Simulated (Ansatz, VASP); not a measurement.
Ba2SO: VASP beside Ansatz

```
CELL_PARAMETERS angstrom
4.29302 0.00000 0.00000
0.00000 4.29302 0.00000
0.00000 0.00000 6.07753
ATOMIC_POSITIONS crystal
O 0.00000 0.00000 0.00000
Ba 0.00000 0.00000 0.50000
Ba 0.50000 0.50000 0.00000
S 0.50000 0.50000 0.50000
```

Alike in both runs: task single point; functional HSE06; k mesh 4 × 4 × 2; no spin polarisation.

|  | VASP | Ansatz |
| --- | --- | --- |
| version | VASP 6.6.1 | Ansatz 0.2.0 |
| potentials or method | VASP PAW PBE potentials, release 64 (O, Ba_sv, S) | plane waves, PAW |
| plane-wave cutoff (eV) | 520 | 420 |
| occupations | gaussian, width 0.01 eV | fixed |
| valence electrons in the cell | 32 | 32 |

Ansatz gave:

```
gap on the k mesh at the Fermi level (eV) : 2.74
pressure (GPa)                            : -0.1
```

What did VASP give for the same quantities?

gap on the k mesh at the Fermi level (eV): 2.67; pressure (GPa): 0.7.

Ansatz's warnings: stress exchange threshold loose, stress scf threshold loose.

The k mesh is coarse, so the values compare programs but aren't converged. Spin-orbit coupling is off throughout.
